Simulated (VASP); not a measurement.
# NiIr3 (I4/mmm) in VASP: single point with LDA

Aim: the single point of NiIr3 with LDA.

Program: VASP 6.6.1. These are calculated values, not measurements. Logs are shortened: lines on timing, memory, paths and dates and some standing lists are left out, and cuts for length are marked.

### 1 The cell of the first run

The structure is tetragonal, space group I4/mmm (No. 139). The conventional cell has a = 3.762 Å, b = 3.762 Å, c = 7.603 Å, α = 90.00°, β = 90.00°, γ = 90.00°. Within 3.5 Å of Ni (site symmetry 4/mmm) lie 12 Ir at 2.66 to 2.67 Å. Within 3.5 Å of Ir (site symmetry -4m2) lie 8 Ir at 2.66 to 2.67 Å and 4 Ni at 2.67 Å. Ir (site symmetry 4/mmm) has 4 Ni at 2.66 Å and 8 Ir at 2.67 Å within 3.5 Å.

### 2 Single point, LDA

Input file INCAR:

```
SYSTEM = NiIr3
PREC = Accurate ; ENCUT = 520
EDIFF = 1E-6 ; ISMEAR = 0
SIGMA = 0.05 ; LREAL = .FALSE.
LASPH = .TRUE. ; NELM = 100
ALGO = Normal ; ISIF = 2
LWAVE = .FALSE. ; LCHARG = .FALSE.
NBANDS = 26
```

Input file KPOINTS:

```
Automatic mesh
0
G
  14 14 14
  0 0 0
```

Input file POSCAR:

```
NiIr3
1.0
   -1.8809501500      1.8809501500      3.8013830300
    1.8809501500     -1.8809501500      3.8013830300
    1.8809501500      1.8809501500     -3.8013830300
Ni Ir
1 3
Direct
    0.0000000000      0.0000000000      0.0000000000
    0.7500000000      0.2500000000      0.5000000000
    0.2500000000      0.7500000000      0.5000000000
    0.5000000000      0.5000000000      0.0000000000
```

Potentials or basis: VASP PAW LDA potentials, release 64 (Ni, Ir).

Run with:

```sh
$ cat potpaw_LDA.64/Ni/POTCAR potpaw_LDA.64/Ir/POTCAR > POTCAR
$ mpirun -np 1 vasp_std > vasp.out
```

OUTCAR:

```text
SYSTEM = NiIr3
   PREC = Accurate
   ENCUT = 520
   EDIFF = 1E-6
   ISMEAR = 0
   LREAL = .FALSE.
   LASPH = .TRUE.
   NELM = 100
   ISIF = 2

 ion  position               nearest neighbor table
   1  0.000  0.000  0.000-   4 2.66   4 2.66   4 2.66   4 2.66   3 2.67   2 2.67   3 2.67   3 2.67
                             2 2.67   2 2.67   3 2.67   2 2.67
   2  0.750  0.250  0.500-   3 2.66   3 2.66   3 2.66   3 2.66   4 2.67   1 2.67   4 2.67   1 2.67
                             4 2.67   4 2.67   1 2.67   1 2.67
   3  0.250  0.750  0.500-   2 2.66   2 2.66   2 2.66   2 2.66   4 2.67   1 2.67   4 2.67   4 2.67
                             1 2.67   1 2.67   4 2.67   1 2.67
   4  0.500  0.500  0.000-   1 2.66   1 2.66   1 2.66   1 2.66   3 2.67   2 2.67   3 2.67   2 2.67
                             3 2.67   3 2.67   2 2.67   2 2.67

  LATTYP: Found a body centered tetragonal cell.
 ALAT       =     3.7619003000
 C/A-ratio  =     2.0209908434

  Lattice vectors:

 A1 = (  -1.8809501500,   1.8809501500,   3.8013830300)
 A2 = (   1.8809501500,  -1.8809501500,   3.8013830300)
 A3 = (   1.8809501500,   1.8809501500,  -3.8013830300)

Analysis of symmetry for initial positions (statically):
=====================================================================
 Subroutine PRICEL returns:
 Original cell was already a primitive cell.

 Routine SETGRP: Setting up the symmetry group for a
 body centered tetragonal supercell.

 Subroutine GETGRP returns: Found 16 space group operations
 (whereof 16 operations were pure point group operations)
 out of a pool of 16 trial point group operations.

The static configuration has the point symmetry D_4h.

Analysis of symmetry for dynamics (positions and initial velocities):
=====================================================================
 Subroutine PRICEL returns:
 Original cell was already a primitive cell.

 Routine SETGRP: Setting up the symmetry group for a
 body centered tetragonal supercell.

 Subroutine GETGRP returns: Found 16 space group operations
 (whereof 16 operations were pure point group operations)
 out of a pool of 16 trial point group operations.

The dynamic configuration has the point symmetry D_4h.

 Subroutine INISYM returns: Found 16 space group operations
 (whereof 16 operations are pure point group operations),
 and found     1 'primitive' translations

----------------------------------------------------------------------------------------

                                     Primitive cell

  volume of cell :      53.7968

  direct lattice vectors                    reciprocal lattice vectors
    -1.880950150  1.880950150  3.801383030     0.000000000  0.265823100  0.131531076
     1.880950150 -1.880950150  3.801383030     0.265823100  0.000000000  0.131531076
     1.880950150  1.880950150 -3.801383030     0.265823100  0.265823100  0.000000000

  length of vectors
     4.639661612  4.639661612  4.639661612     0.296584464  0.296584464  0.375930633

  position of ions in fractional coordinates (direct lattice)
     0.000000000  0.000000000  0.000000000
     0.750000000  0.250000000  0.500000000
     0.250000000  0.750000000  0.500000000
     0.500000000  0.500000000  0.000000000

  ion indices of the primitive-cell ions
   primitive index   ion index
                 1           1
                 2           2
                 3           3
                 4           4

----------------------------------------------------------------------------------------

 KPOINTS: Automatic mesh

Automatic generation of k-mesh.
 Grid dimensions read from file:
 generate k-points for:   14   14   14

 Generating k-lattice:

  Cartesian coordinates                     Fractional coordinates (reciprocal lattice)
     0.000000000  0.018987364  0.009395077     0.071428571  0.000000000  0.000000000
     0.018987364  0.000000000  0.009395077     0.000000000  0.071428571  0.000000000
     0.018987364  0.018987364  0.000000000     0.000000000  0.000000000  0.071428571

  Length of vectors
     0.021184605  0.021184605  0.026852188

  Shift w.r.t. Gamma in fractional coordinates (k-lattice)
     0.000000000  0.000000000  0.000000000

 Subroutine IBZKPT returns following result:
 ===========================================

 Found    244 irreducible k-points:

 Following reciprocal coordinates:
            Coordinates               Weight
  0.000000  0.000000  0.000000      1.000000
  0.071429  0.000000 -0.000000      8.000000
  0.142857  0.000000 -0.000000      8.000000
  0.214286  0.000000 -0.000000      8.000000
  0.285714  0.000000  0.000000      8.000000
  0.357143  0.000000 -0.000000      8.000000
[... 16 lines left out ...]
  0.214286  0.142857 -0.000000     16.000000
  0.285714  0.142857  0.000000     16.000000
 [... further k-points ...]
   k-points           NKPTS =    244   k-points in BZ     NKDIM =    244   number of bands    NBANDS=     26
   number of dos      NEDOS =    301   number of ions     NIONS =      4
   total plane-waves  NPLWV =  46656
   dimension x,y,z NGX =    36 NGY =   36 NGZ =   36
   dimension x,y,z NGXF=    72 NGYF=   72 NGZF=   72
   ions per type =               1   3
   NGX,Y,Z   is equivalent  to a cutoff of  12.90, 12.90, 12.90 a.u.
   NGXF,Y,Z  is equivalent  to a cutoff of  25.80, 25.80, 25.80 a.u.
 SYSTEM =  NiIr3
   PREC   = accura    normal or accurate (medium, high low for compatibility)
   ISTART =      0    job   : 0-new  1-cont  2-samecut
   ICHARG =      2    charge: 1-file 2-atom 10-const
   ISPIN  =      1    spin polarized calculation?
   LNONCOLLINEAR =      F non collinear calculations
   LSORBIT =      F    spin-orbit coupling
   LASPH  =      T    aspherical Exc in radial PAW
   ENCUT  =  520.0 eV  38.22 Ry    6.18 a.u.   8.63  8.63  8.63*2*pi/ulx,y,z
   NELM   =    100;   NELMIN=  2; NELMDL= -5     # of ELM steps
   EDIFF  = 0.1E-05   stopping-criterion for ELM
   LREAL  =      F    real-space projection
   EDIFFG = 0.1E-04   stopping-criterion for IOM
   NSW    =      0    number of steps for IOM
   IBRION =     -1    ionic relax: 0-MD 1-quasi-New 2-CG
   NFREE  =      0    steps in history (QN), initial steepest desc. (CG)
   ISIF   =      2    stress and relaxation
   ISYM   =      2    0-nonsym 1-usesym 2-fastsym
   POTIM  = 0.5000    time-step for ionic-motion
   TEBEG  =    0.0;   TEEND  =   0.0 temperature during run
   PSTRESS=    0.0 pullay stress
   NELECT =      37.0000    total number of electrons
   NUPDOWN=      -1.0000    fix difference up-down
   EMIN   =  10.00;   EMAX   =-10.00  energy-range for DOS
   EFERMI =   0.00;   METHOD = LEGACY
   ISMEAR =     0;   SIGMA  =   0.05  broadening in eV -4-tet -1-fermi 0-gaus
   EFERMI_NEDOS =   21; number of points for ismear=-14 and -15
   IALGO  =     38    algorithm
   IMIX   =      4    mixing-type and parameters
     AMIX     =   0.40;   BMIX     =  1.00
     AMIX_MAG =   1.60;   BMIX_MAG =  1.00
  volume/ion in A,a.u.               =      13.45        90.76
  Fermi-wavevector in a.u.,A,eV,Ry     =   1.445074  2.730793 28.412204  2.088238
  Thomas-Fermi vector in A             =   2.563297
   LORBIT       =      0    0 simple, 1 ext, 2 COOP (PROOUT), +10 PAW based schemes
   GGA     = CA    functional components
   LHFCALC =     F    Hartree Fock is set to
   AEXX    =    0.0000 exact exchange contribution
   IVDW    =     0    specifies the selected vdW correction
   LEPSILON=     F    determine dielectric tensor
   LRPA    =     F    only Hartree local field effects (RPA)
 non-spin polarized calculation
 Gauss-broadening in eV      SIGMA  =   0.05
  energy-cutoff  :      520.00
  volume of cell :       53.80
 maximum number of plane-waves:      1468
   NGX = 17   NGY = 17   NGZ = 17

 number of electron      37.0000000 magnetization

 Free energy of the ion-electron system (eV)
  ---------------------------------------------------
  ext. energy  EPLUGINS =         0.00000000
  ---------------------------------------------------
  free energy    TOTEN  =       -37.46265884 eV

  energy without entropy =      -37.45567715  energy(sigma->0) =      -37.45916800

 E-fermi :   9.7696     XC(G=0): -13.9759

 val. band max:        9.7675232262   @ k =  -0.3571   0.3571   0.3571
 cond. band min:       9.7707466372   @ k =   0.2143   0.0714   0.0000
 fundamental gap:      0.0032234110
 Fermi energy:         9.7695729058

 k-point     1 :       0.0000    0.0000    0.0000
  band No.  band energies     occupation
      1      -0.7070      2.00000
      2       2.7040      2.00000
      3       3.2488      2.00000
      4       3.5226      2.00000
      5       4.9881      2.00000
      6       5.1102      2.00000
[... 18 lines left out ...]
     25      18.5812      0.00000
     26      18.6456      0.00000

 k-point     2 :       0.0714    0.0000   -0.0000
  band No.  band energies     occupation
      1      -0.6142      2.00000
      2       2.7597      2.00000
      3       3.3018      2.00000
      4       3.5653      2.00000
      5       4.9102      2.00000
      6       4.9943      2.00000
[... 18 lines left out ...]
     25      18.3681      0.00000
     26      18.8509      0.00000

 k-point     3 :       0.1429    0.0000   -0.0000
  band No.  band energies     occupation
      1      -0.3404      2.00000
      2       2.9208      2.00000
      3       3.4587      2.00000
      4       3.6836      2.00000
      5       4.6551      2.00000
      6       4.8020      2.00000
[... 18 lines left out ...]
     25      18.3920      0.00000
     26      19.1746      0.00000

 k-point     4 :       0.2143    0.0000   -0.0000
  band No.  band energies     occupation
      1       0.0996      2.00000
      2       3.1668      2.00000
      3       3.7134      2.00000
      4       3.8397      2.00000
      5       4.4763      2.00000
      6       4.6333      2.00000
[... 18 lines left out ...]
     25      18.5971      0.00000
     26      19.6015      0.00000
[... 496 lines left out ...]
      1       0.1352      2.00000
      2       3.0752      2.00000
      3       3.6424      2.00000
      4       3.7655      2.00000
      5       4.3305      2.00000
      6       4.3319      2.00000
[... 18 lines left out ...]
     25      17.5867      0.00000
     26      17.9379      0.00000

 k-point    23 :       0.2143    0.1429   -0.0000
  band No.  band energies     occupation
      1       0.5966      2.00000
      2       3.2315      2.00000
      3       3.6740      2.00000
      4       4.0052      2.00000
      5       4.1666      2.00000
      6       4.4108      2.00000
[... 18 lines left out ...]
     25      17.0313      0.00000
     26      18.6015      0.00000

 k-point    24 :       0.2857    0.1429    0.0000
  band No.  band energies     occupation
      1       1.1624      2.00000
      2       3.3675      2.00000
      3       3.7613      2.00000
      4       4.0516      2.00000
      5       4.2673      2.00000
      6       4.6465      2.00000
[... 18 lines left out ...]
     25      16.6637      0.00000
     26      18.9962      0.00000

 [... further k-points ...]
[... 5 lines left out ...]
  --------------------------------------------------------------------------------------
  -------------------------------------------------------------------------------------
  Total       -3.3069546     -3.3069546     -3.4420278      0.0000000     -0.0000000      0.0000000
  in kB      -98.4878432    -98.4878432   -102.5105969      0.0000000     -0.0000000      0.0000000
  external PRESSURE =     -99.8287611 kB  Pullay stress =       0.0000000 kB

 VOLUME and BASIS-vectors are now :
 -----------------------------------------------------------------------------
  energy-cutoff  :      520.00
  volume of cell :       53.80
      direct lattice vectors                 reciprocal lattice vectors
    -1.880950150  1.880950150  3.801383030     0.000000000  0.265823100  0.131531076
     1.880950150 -1.880950150  3.801383030     0.265823100  0.000000000  0.131531076
     1.880950150  1.880950150 -3.801383030     0.265823100  0.265823100  0.000000000

 POSITION                                       TOTAL-FORCE (eV/Angst)
 -----------------------------------------------------------------------------------
      0.00000      0.00000      0.00000         0.000000     -0.000000     -0.000000
      0.00000      1.88095      1.90069         0.000000     -0.000000     -0.000000
      1.88095      0.00000      1.90069        -0.000000      0.000000      0.000000
      0.00000      0.00000      3.80138         0.000000     -0.000000     -0.000000
 -----------------------------------------------------------------------------------
    total drift:                               -0.000000      0.000000      0.000000

  FREE ENERGIE OF THE ION-ELECTRON SYSTEM (eV)
  ---------------------------------------------------
  free  energy   TOTEN  =       -37.4626588427 eV

  energy  without entropy=      -37.4556771537  energy(sigma->0) =      -37.45916800
```

It took 11 min on 1 thread of Intel Xeon 8259CL, shared host; peak memory 0.42 GiB.

What came out:

```
Free energy            : -37.4627 eV
Pressure               : -10.0 GPa
Band gap on the k mesh : zero (an odd number of electrons rules out a gap without spin polarisation)
```

Caveat: the cell stands under tension; spin-orbit coupling is left out, which moves the levels of the heavy elements. Spin polarisation is off, so any magnetic state and its effect on volume and gap are missing.
